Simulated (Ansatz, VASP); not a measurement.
La2O3 in VASP and in Ansatz

```
CELL_PARAMETERS angstrom
3.93800 0.00000 0.00000
-1.96900 3.41041 0.00000
0.00000 0.00000 6.13600
ATOMIC_POSITIONS crystal
La 0.33333 0.66667 0.24659
La 0.66667 0.33333 0.75341
O 0.33333 0.66667 0.64591
O 0.66667 0.33333 0.35409
O 0.00000 0.00000 0.00000
```

Alike in both runs: functional PBE; k mesh 6 × 6 × 4; no spin polarisation.

Ansatz relaxed the structure, and its values are those at the end. VASP's run is a single point on that final structure, the one shown.

|  | VASP | Ansatz |
| --- | --- | --- |
| version | VASP 6.6.1 | Ansatz 0.2.0 |
| potentials or method | VASP PAW PBE potentials, release 64 (La, O), cutoff 520 eV | scalar-relativistic, plane waves, PAW |
| occupations | gaussian, width 0.01 eV | fixed |
| valence electrons in the cell | 40 | 40 |

|  | VASP | Ansatz | Ansatz less VASP |
| --- | --- | --- | --- |
| gap on the k mesh at the Fermi level (eV) | 3.85 | 3.83 | -0.018 |
| least direct gap on the mesh (eV) | 3.98 | 3.97 | -0.012 |
| pressure (GPa) | 0.7 | 1.0 | +0.28 |
| rms of the force components (eV/Å) | 0.005 | 0.000 | -0.0045 |

Ansatz's warnings: stress scf threshold loose.

Neither program's run includes spin-orbit coupling.
